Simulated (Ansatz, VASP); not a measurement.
**One calculation of Bi, two programs**

```
CELL_PARAMETERS angstrom
-2.66248 2.03601 2.03601
2.03601 -2.66248 2.03601
2.03601 2.03601 -2.66248
ATOMIC_POSITIONS crystal
Bi 0.00000 0.00000 0.00000
```

Alike in both runs: task single point; functional LDA; k mesh 18 × 18 × 18; occupations gaussian, width 0.15 eV; no spin polarisation.

|  | VASP | Ansatz |
| --- | --- | --- |
| version | VASP 6.6.1 | Ansatz 0.2.0 |
| potentials or method | VASP PAW LDA potentials, release 64 (Bi_d), cutoff 520 eV | scalar-relativistic, plane waves, PAW |
| valence electrons in the cell | 15 | 15 |

|  | VASP | Ansatz | Ansatz less VASP |
| --- | --- | --- | --- |
| gap on the k mesh at the Fermi level (eV) | none | none | - |
| pressure (GPa) | 27.5 | 27.5 | +0.01 |
| traceless stress, the component that is largest in VASP (GPa) | 26.78 | 26.80 | +0.020 |

LDA's correlation is that of Perdew and Zunger in VASP and of Perdew and Wang (1992) in Ansatz. A gap of «none» marks a metal or a gap that the smearing closes.

Spin-orbit coupling is off throughout.
